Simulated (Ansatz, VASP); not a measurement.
## One calculation of Ba, two programs

Contents of INCAR:

```
SYSTEM = Ba
PREC = Accurate ; ENCUT = 600
EDIFF = 1E-7 ; ISMEAR = 0
SIGMA = 0.1 ; LREAL = .False.
LASPH = .True. ; NELM = 80
ALGO = Normal ; ISIF = 3
LWAVE = .False. ; LCHARG = .False.
GGA = RP ; IBRION = 2
NSW = 100 ; EDIFFG = -0.002
```

The input KPOINTS:

```
Automatic mesh
0
Gamma
  10 10 10
  0 0 0
```

File POSCAR:

```
Ba
1.0
   -2.5125000000      2.5125000000      2.5125000000
    2.5125000000     -2.5125000000      2.5125000000
    2.5125000000      2.5125000000     -2.5125000000
Ba
1
Direct
    0.0000000000      0.0000000000      0.0000000000
```

Input for Ansatz:

```yaml
crystal:
  lattice:
    - [-2.5125, 2.5125, 2.5125]
    - [2.5125, -2.5125, 2.5125]
    - [2.5125, 2.5125, -2.5125]
  atoms:
    - { symbol: Ba, position: [0.0, 0.0, 0.0] }
basis:
  ecutwfc: 420
kpoints:
  mp_grid: { grid: [10, 10, 10] }
hamiltonian:
  xc: rpbe
  pseudopotentials: { kind: paw, azcp: { folder: soft_1 } }
scf:
  occupations: { method: gaussian, width: 0.1 }
output:
  forces: true
  stress: true
  eigenvalues: true
  write_density: true
  write_potential: true
  elf: true
  volumetric_format: npy
relax:
  adjacent_minimum: "off"
  f_tol: 0.002
  max_steps: 80
  cell: { stress_tol: 0.02 }
```

Alike in both runs: task relaxation of cell and atoms; functional RPBE; k mesh 10 × 10 × 10; occupations gaussian, width 0.1 eV; no spin polarisation.

```csv
,VASP,Ansatz
version,VASP 6.6.1,Ansatz 0.2.0
potentials or method,"VASP PAW PBE potentials, release 64 (Ba_sv), cutoff 600 eV","scalar-relativistic, plane waves, PAW"
valence electrons in the cell,10,10
```

```tsv
	VASP	Ansatz	Ansatz less VASP
gap on the k mesh at the Fermi level, each at its own relaxed structure (eV)	none	none	-
relaxed volume (Å³/atom)	68.76	68.48	-0.286
relaxed cell length with the largest relative difference (Å)	4.470	4.464	-0.0062
```

VASP's potentials were made for PBE, not for RPBE. A gap of «none» marks a metal or a gap that the smearing closes.

Spin-orbit coupling is off throughout.
